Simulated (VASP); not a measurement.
# AlO2 (P6_422) in VASP: notebook

The runs below take AlO2 through single point, with PBE.

All numbers are computed with VASP 6.6.1; they aren't measurements. Logs are shortened: lines on timing, memory, paths and dates and some standing lists are left out, and cuts for length are marked.

### Step 1. The cell of the first run

Symmetry: P6_422, No. 181, hexagonal system. Conventional cell: a = 6.061 Å, b = 6.061 Å, c = 2.875 Å, α = 90.00°, β = 90.00°, γ = 120.00°. Al (site symmetry 222) has 4 O at 1.84 Å within 2.4 Å. Within 2.4 Å of O (site symmetry 2) lie 2 Al at 1.84 Å and 2 O at 2.40 Å.

### Step 2. Single point, PBE

Input file INCAR:

```
  PREC = Accurate
  ENCUT = 520
  EDIFF = 1E-6
  ISMEAR = 0
  SIGMA = 0.1
  LREAL = False
  LASPH = True
  NELM = 80
  ALGO = Normal
  ISIF = 2
  LWAVE = False
  LCHARG = True
  GGA = PE
  LELF = True
  LVHAR = True
  NBANDS = 32
```

Input file KPOINTS:

```
Automatic mesh
0
Gamma
  3 3 6
```

Input file POSCAR:

```
AlO2
1.0
    6.0605863206      0.0000000000      0.0000000000
   -3.0302931603      5.2486217155      0.0000000000
    0.0000000000      0.0000000000      2.8754855600
Al O
3 6
Direct
    0.5000000000      0.0000000000      0.0000000000
    0.5000000000      0.5000000000      0.6666666667
    0.0000000000      0.5000000000      0.3333333333
    0.2124942324      0.4249884649      0.0000000000
    0.7875057676      0.2124942324      0.6666666667
    0.5750115351      0.7875057676      0.3333333333
    0.7875057676      0.5750115351      0.0000000000
    0.2124942324      0.7875057676      0.6666666667
    0.4249884649      0.2124942324      0.3333333333
```

Potentials or basis: VASP PAW PBE potentials, release 64 (Al, O).

On the command line:

```sh
> cat potpaw_PBE.64/Al/POTCAR potpaw_PBE.64/O/POTCAR > POTCAR
> mpirun -np 1 vasp_std > vasp.out
```

OUTCAR:

```text
PREC = Accurate
   ENCUT = 520
   EDIFF = 1E-6
   ISMEAR = 0
   LREAL = False
   LASPH = True
   NELM = 80
   ISIF = 2
   GGA = PE

 ion  position               nearest neighbor table
   1  0.500  0.000  0.000-   6 1.84   9 1.84   8 1.84   5 1.84   6 2.47   9 2.47   5 2.47   8 2.47
                             2 3.18   3 3.18   2 3.18   3 3.18
   2  0.500  0.500  0.667-   4 1.84   7 1.84   6 1.84   9 1.84   6 2.47   9 2.47   4 2.47   7 2.47
                             1 3.18   1 3.18   3 3.18   3 3.18
   3  0.000  0.500  0.333-   4 1.84   7 1.84   5 1.84   8 1.84   4 2.47   7 2.47   5 2.47   8 2.47
                             1 3.18   1 3.18   2 3.18   2 3.18
   4  0.212  0.425  0.000-   3 1.84   2 1.84   3 2.47   2 2.47
   5  0.788  0.212  0.667-   1 1.84   3 1.84   3 2.47   1 2.47
   6  0.575  0.788  0.333-   1 1.84   2 1.84   1 2.47   2 2.47
   7  0.788  0.575  0.000-   3 1.84   2 1.84   3 2.47   2 2.47
   8  0.212  0.788  0.667-   1 1.84   3 1.84   3 2.47   1 2.47
   9  0.425  0.212  0.333-   1 1.84   2 1.84   1 2.47   2 2.47

  LATTYP: Found a hexagonal cell.
 ALAT       =     6.0605863206
 C/A-ratio  =     0.4744566628

  Lattice vectors:

 A1 = (   6.0605863206,   0.0000000000,   0.0000000000)
 A2 = (  -3.0302931603,   5.2486217155,   0.0000000000)
 A3 = (   0.0000000000,   0.0000000000,   2.8754855600)

Analysis of symmetry for initial positions (statically):
=====================================================================
 Subroutine PRICEL returns:
 Original cell was already a primitive cell.

 Routine SETGRP: Setting up the symmetry group for a
 hexagonal supercell.

 Subroutine GETGRP returns: Found 12 space group operations
 (whereof  4 operations were pure point group operations)
 out of a pool of 24 trial point group operations.

The static configuration has the point symmetry D_2 .
 The point group associated with its full space group is D_6 .

Analysis of symmetry for dynamics (positions and initial velocities):
=====================================================================
 Subroutine PRICEL returns:
 Original cell was already a primitive cell.

 Routine SETGRP: Setting up the symmetry group for a
 hexagonal supercell.

 Subroutine GETGRP returns: Found 12 space group operations
 (whereof  4 operations were pure point group operations)
 out of a pool of 24 trial point group operations.

The dynamic configuration has the point symmetry D_2 .
 The point group associated with its full space group is D_6 .

 Subroutine INISYM returns: Found 12 space group operations
 (whereof  4 operations are pure point group operations),
 and found     1 'primitive' translations

----------------------------------------------------------------------------------------

                                     Primitive cell

  volume of cell :      91.4684

  direct lattice vectors                    reciprocal lattice vectors
     6.060586321  0.000000000  0.000000000     0.165000537  0.095263105  0.000000000
    -3.030293160  5.248621715  0.000000000     0.000000000  0.190526209  0.000000000
     0.000000000  0.000000000  2.875485560     0.000000000  0.000000000  0.347767352

  length of vectors
     6.060586321  6.060586321  2.875485560     0.190526209  0.190526209  0.347767352

  position of ions in fractional coordinates (direct lattice)
     0.500000000  0.000000000  0.000000000
     0.500000000  0.500000000  0.666666667
     0.000000000  0.500000000  0.333333333
     0.212494232  0.424988465  0.000000000
     0.787505768  0.212494232  0.666666667
     0.575011535  0.787505768  0.333333333
     0.787505768  0.575011535  0.000000000
     0.212494232  0.787505768  0.666666667
     0.424988465  0.212494232  0.333333333

  ion indices of the primitive-cell ions
   primitive index   ion index
                 1           1
                 2           2
                 3           3
                 4           4
                 5           5
                 6           6
                 7           7
                 8           8
                 9           9

----------------------------------------------------------------------------------------

 KPOINTS: Automatic mesh

Automatic generation of k-mesh.
 Grid dimensions read from file:
 generate k-points for:    3    3    6

 Generating k-lattice:

  Cartesian coordinates                     Fractional coordinates (reciprocal lattice)
     0.055000179  0.031754368  0.000000000     0.333333333  0.000000000  0.000000000
     0.000000000  0.063508736  0.000000000     0.000000000  0.333333333  0.000000000
     0.000000000  0.000000000  0.057961225     0.000000000  0.000000000  0.166666667

  Length of vectors
     0.063508736  0.063508736  0.057961225

  Shift w.r.t. Gamma in fractional coordinates (k-lattice)
     0.000000000  0.000000000  0.000000000

 Subroutine IBZKPT returns following result:
 ===========================================

 Found     12 irreducible k-points:

 Following reciprocal coordinates:
            Coordinates               Weight
  0.000000  0.000000  0.000000      1.000000
  0.333333  0.000000  0.000000      6.000000
  0.333333  0.333333  0.000000      2.000000
  0.000000  0.000000  0.166667      2.000000
  0.333333  0.000000  0.166667     12.000000
  0.333333  0.333333  0.166667      4.000000
  0.000000  0.000000  0.333333      2.000000
  0.333333  0.000000  0.333333     12.000000
  0.333333  0.333333  0.333333      4.000000
  0.000000  0.000000  0.500000      1.000000
  0.333333  0.000000  0.500000      6.000000
  0.333333  0.333333  0.500000      2.000000
   k-points           NKPTS =     12   k-points in BZ     NKDIM =     12   number of bands    NBANDS=     32
   number of dos      NEDOS =    301   number of ions     NIONS =      9
   total plane-waves  NPLWV =  55296
   dimension x,y,z NGX =    48 NGY =   48 NGZ =   24
   dimension x,y,z NGXF=    96 NGYF=   96 NGZF=   48
   ions per type =               3   6
   NGX,Y,Z   is equivalent  to a cutoff of  13.17, 13.17, 13.88 a.u.
   NGXF,Y,Z  is equivalent  to a cutoff of  26.33, 26.33, 27.75 a.u.
 SYSTEM =  unknown system
   PREC   = accura    normal or accurate (medium, high low for compatibility)
   ISTART =      0    job   : 0-new  1-cont  2-samecut
   ICHARG =      2    charge: 1-file 2-atom 10-const
   ISPIN  =      1    spin polarized calculation?
   LNONCOLLINEAR =      F non collinear calculations
   LSORBIT =      F    spin-orbit coupling
   LASPH  =      T    aspherical Exc in radial PAW
   ENCUT  =  520.0 eV  38.22 Ry    6.18 a.u.  11.27 11.27  5.35*2*pi/ulx,y,z
   NELM   =     80;   NELMIN=  2; NELMDL= -5     # of ELM steps
   EDIFF  = 0.1E-05   stopping-criterion for ELM
   LREAL  =      F    real-space projection
   EDIFFG = 0.1E-04   stopping-criterion for IOM
   NSW    =      0    number of steps for IOM
   IBRION =     -1    ionic relax: 0-MD 1-quasi-New 2-CG
   NFREE  =      0    steps in history (QN), initial steepest desc. (CG)
   ISIF   =      2    stress and relaxation
   ISYM   =      2    0-nonsym 1-usesym 2-fastsym
   POTIM  = 0.5000    time-step for ionic-motion
   TEBEG  =    0.0;   TEEND  =   0.0 temperature during run
   PSTRESS=    0.0 pullay stress
   NELECT =      45.0000    total number of electrons
   NUPDOWN=      -1.0000    fix difference up-down
   EMIN   =  10.00;   EMAX   =-10.00  energy-range for DOS
   EFERMI =   0.00;   METHOD = LEGACY
   ISMEAR =     0;   SIGMA  =   0.10  broadening in eV -4-tet -1-fermi 0-gaus
   EFERMI_NEDOS =   21; number of points for ismear=-14 and -15
   IALGO  =     38    algorithm
   IMIX   =      4    mixing-type and parameters
     AMIX     =   0.40;   BMIX     =  1.00
     AMIX_MAG =   1.60;   BMIX_MAG =  1.00
  volume/ion in A,a.u.               =      10.16        68.58
  Fermi-wavevector in a.u.,A,eV,Ry     =   1.292375  2.442235 22.724910  1.670234
  Thomas-Fermi vector in A             =   2.424087
   LORBIT       =      0    0 simple, 1 ext, 2 COOP (PROOUT), +10 PAW based schemes
   GGA     = PE    functional components
   LHFCALC =     F    Hartree Fock is set to
   AEXX    =    0.0000 exact exchange contribution
   IVDW    =     0    specifies the selected vdW correction
   LEPSILON=     F    determine dielectric tensor
   LRPA    =     F    only Hartree local field effects (RPA)
 non-spin polarized calculation
 Gauss-broadening in eV      SIGMA  =   0.10
  energy-cutoff  :      520.00
  volume of cell :       91.47
 maximum number of plane-waves:      2484
 NGX is ok and might be reduce to    48
   NGX = 23   NGY = 23   NGZ = 11

 number of electron      44.9999997 magnetization

 Free energy of the ion-electron system (eV)
  ---------------------------------------------------
  ext. energy  EPLUGINS =         0.00000000
  ---------------------------------------------------
  free energy    TOTEN  =       -57.10754592 eV

  energy without entropy =      -57.06540466  energy(sigma->0) =      -57.08647529

 E-fermi :   3.9952     XC(G=0): -10.5054

 val. band max:        3.9782788719   @ k =   0.3333   0.3333   0.3333
 cond. band min:       4.0034888465   @ k =   0.0000   0.0000   0.1667
 fundamental gap:      0.0252099746
 Fermi energy:         3.9951628128

 k-point     1 :       0.0000    0.0000    0.0000
  band No.  band energies     occupation
      1     -15.6416      2.00000
      2     -13.9387      2.00000
      3     -13.5016      2.00000
      4     -13.5016      2.00000
      5     -13.1658      2.00000
      6     -13.1658      2.00000
[... 24 lines left out ...]
     31      13.6523      0.00000
     32      14.6582      0.00000

 k-point     2 :       0.3333    0.0000    0.0000
  band No.  band energies     occupation
      1     -15.3854      2.00000
      2     -14.5295      2.00000
      3     -13.7148      2.00000
      4     -13.6171      2.00000
      5     -12.9083      2.00000
      6     -12.7013      2.00000
[... 24 lines left out ...]
     31      13.6199      0.00000
     32      14.9151      0.00000
[... 313 lines left out ...]
     31      14.8415      0.00000
     32      16.0087      0.00000

 k-point    12 :       0.3333    0.3333    0.5000
  band No.  band energies     occupation
      1     -14.0481      2.00000
      2     -13.6481      2.00000
      3     -13.6481      2.00000
      4     -13.1345      2.00000
      5     -12.7470      2.00000
      6     -12.7470      2.00000
[... 24 lines left out ...]
     31      15.1083      0.00000
     32      15.1083      0.00000

------------------------ aborting loop because EDIFF is reached ----------------------------------------

  FORCE on cell =-STRESS in cart. coord.  units (eV):
  Direction    XX          YY          ZZ          XY          YZ          ZX
  --------------------------------------------------------------------------------------
  -------------------------------------------------------------------------------------
  Total       -0.1819038     -0.1819038      0.0115696     -0.0000000      0.0000000      0.0000000
  in kB       -3.1862603     -3.1862603      0.2026551     -0.0000000      0.0000000      0.0000000
  external PRESSURE =      -2.0566219 kB  Pullay stress =       0.0000000 kB

 VOLUME and BASIS-vectors are now :
 -----------------------------------------------------------------------------
  energy-cutoff  :      520.00
  volume of cell :       91.47
      direct lattice vectors                 reciprocal lattice vectors
     6.060586321  0.000000000  0.000000000     0.165000537  0.095263105  0.000000000
    -3.030293160  5.248621715  0.000000000     0.000000000  0.190526209  0.000000000
     0.000000000  0.000000000  2.875485560     0.000000000  0.000000000  0.347767352

 POSITION                                       TOTAL-FORCE (eV/Angst)
 -----------------------------------------------------------------------------------
      3.03029      0.00000      0.00000        -0.000000     -0.000000     -0.000000
      1.51515      2.62431      1.91699        -0.000000     -0.000000     -0.000000
     -1.51515      2.62431      0.95850        -0.000000     -0.000000     -0.000000
     -0.00000      2.23060      0.00000        -0.000000     -0.002322     -0.000000
      4.12883      1.11530      1.91699         0.002011     -0.001161     -0.000000
      1.09853      4.13332      0.95850         0.002011      0.001161      0.000000
      3.03029      3.01802      0.00000        -0.000000      0.002322     -0.000000
     -1.09853      4.13332      1.91699        -0.002011      0.001161      0.000000
      1.93176      1.11530      0.95850        -0.002011     -0.001161     -0.000000
 -----------------------------------------------------------------------------------
    total drift:                                0.000000     -0.000000      0.000000

  FREE ENERGIE OF THE ION-ELECTRON SYSTEM (eV)
  ---------------------------------------------------
  free  energy   TOTEN  =       -57.1075459220 eV

  energy  without entropy=      -57.0654046570  energy(sigma->0) =      -57.08647529
```

Run time: 22 s. Hardware: 1 thread of AMD EPYC 9R45 (Zen 5), shared host; peak memory 0.19 GiB.

Results:

```yaml
Free_energy: -57.1075 eV
Pressure: -0.2 GPa
```

Forces on the atoms (eV/Å):
```
Al   0.000  0.000  0.000
Al   0.000  0.000  0.000
Al   0.000  0.000  0.000
O    0.000 -0.002  0.000
O    0.002 -0.001  0.000
O    0.002  0.001  0.000
O    0.000  0.002  0.000
O   -0.002  0.001  0.000
O   -0.002 -0.001  0.000
```

Stress tensor (GPa, compression positive):
```
-0.32  0.00  0.00
 0.00 -0.32  0.00
 0.00  0.00  0.02
```

Caveat: the k points lie up to 0.40 Å⁻¹ apart; an odd number of electrons without spin polarisation forces a metal; a magnetic or distorted state may lie lower.

(Part 1 of 2 ends here.)
